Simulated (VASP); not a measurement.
# MgO: single point with PBE+D3(BJ)

System: MgO, a slab with vacuum.

```
Mg O
1.0
     4.20802    0.00000    0.00000
     0.00000    4.20802    0.00000
     0.00000    0.00000   23.31204
Mg O
8 8
Direct
  0.00000 0.50000 0.36462
  0.50000 0.00000 0.36462
  0.50000 0.50000 0.45487
  0.00000 0.00000 0.45487
  0.00000 0.50000 0.54550
  0.50000 0.00000 0.54550
  0.50000 0.50000 0.63517
  0.00000 0.00000 0.63517
  0.00000 0.00000 0.36462
  0.50000 0.50000 0.36462
  0.50000 0.00000 0.45487
  0.00000 0.50000 0.45487
  0.00000 0.00000 0.54525
  0.50000 0.50000 0.54525
  0.50000 0.00000 0.63733
  0.00000 0.50000 0.63733
```

- Program: VASP 6.6.1
- Task: single point
- Functional: PBE
- Dispersion: D3(BJ)
- Potentials or basis: VASP PAW PBE potentials, release 64 (Mg, O)
- Cutoff: 520 eV
- k mesh: 6 × 6 × 1
- Occupations: gaussian, width 0.05 eV
- Spin: no spin polarisation
- Dipole correction: yes
- Further INCAR settings: LREAL = Auto; ALGO = Normal; EDIFF = 1e-06; NBANDS = 46

The largest force is 0.544 eV/Å. The band gap on the k mesh is 3.35 eV and the dispersion energy per atom is -0.220 eV.

Forces in eV/Å, atoms in the order of the input:
```
Mg   0.000  0.000  0.443
Mg   0.000  0.000  0.443
Mg   0.000  0.000  0.075
Mg   0.000  0.000  0.075
Mg   0.000  0.000 -0.003
Mg   0.000  0.000 -0.003
Mg   0.000  0.000 -0.027
Mg   0.000  0.000 -0.027
O    0.000  0.000 -0.544
O    0.000  0.000 -0.544
O    0.000  0.000  0.048
O    0.000  0.000  0.048
O    0.000  0.000 -0.004
O    0.000  0.000 -0.004
O    0.000  0.000  0.012
O    0.000  0.000  0.012
```

Levels at points of the mesh, in eV from the valence-band top:
| k point | band 30 | band 31 | band 32 | band 33 | band 34 | band 35 |
| --- | --- | --- | --- | --- | --- | --- |
| (0.00, 0.00, 0.00) | -0.25 | 0.00 | 0.00 | 3.35 | 3.83 | 5.00 |
| (0.50, 0.00, 0.00) | -0.47 | -0.35 | -0.35 | 5.40 | 5.40 | 5.91 |
| (0.50, 0.50, 0.00) | -0.44 | -0.20 | -0.20 | 6.45 | 6.45 | 6.94 |

Wall time 11 min on 1 thread of Intel Xeon 8259CL, on a shared host, peak memory 0.47 GiB.
